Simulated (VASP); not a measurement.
**Ba: single point with RPBE**

Crystal: Ba.

```
Ba
1.0
     4.41728    0.00000    0.00000
    -2.20864    3.82547    0.00000
     0.00000    0.00000   14.43521
Ba
4
Direct
  0.00000 0.00000 0.00000
  0.00000 0.00000 0.50000
  0.33333 0.66667 0.25000
  0.66667 0.33333 0.75000
```

This cell differs from its parent crystal: volume scaled by 0.88.

- Program: VASP 6.6.1
- Task: single point
- Functional: RPBE
- Potentials or basis: VASP PAW PBE potentials, release 64 (Ba_sv)
- Cutoff: 520 eV
- k mesh: 9 × 9 × 3
- Occupations: fermi-dirac, width 0.1 eV
- Spin: no spin polarisation
- Dipole correction: no
- Further INCAR settings: ALGO = Normal; EDIFF = 1e-06; NBANDS = 28

```yaml
Pressure: 1.2 GPa
Band_gap_on_the_k_mesh: zero (band 20 reaches 2.04 eV, above the bottom of band 21 at 1.87 eV)
```

Levels at points of the mesh, in eV from the Fermi level:
| k point | band 16 | band 17 | band 18 | band 19 | band 20 | band 21 | band 22 | band 23 | band 24 | band 25 |
| --- | --- | --- | --- | --- | --- | --- | --- | --- | --- | --- |
| (0.00, 0.00, 0.00) | -13.83 | -2.79 | -1.82 | -1.81 | -0.96 | 1.01 | 1.04 | 1.11 | 1.69 | 1.69 |

It took 3.4 min on 1 thread of Oxide Virtual Turin-like Processor (shared host), peak memory 0.38 GiB.

Caveat: the PAW data sets were made with another functional, which shifts forces and pressure a little; spin-orbit coupling is left out, which moves the levels of the heavy elements.
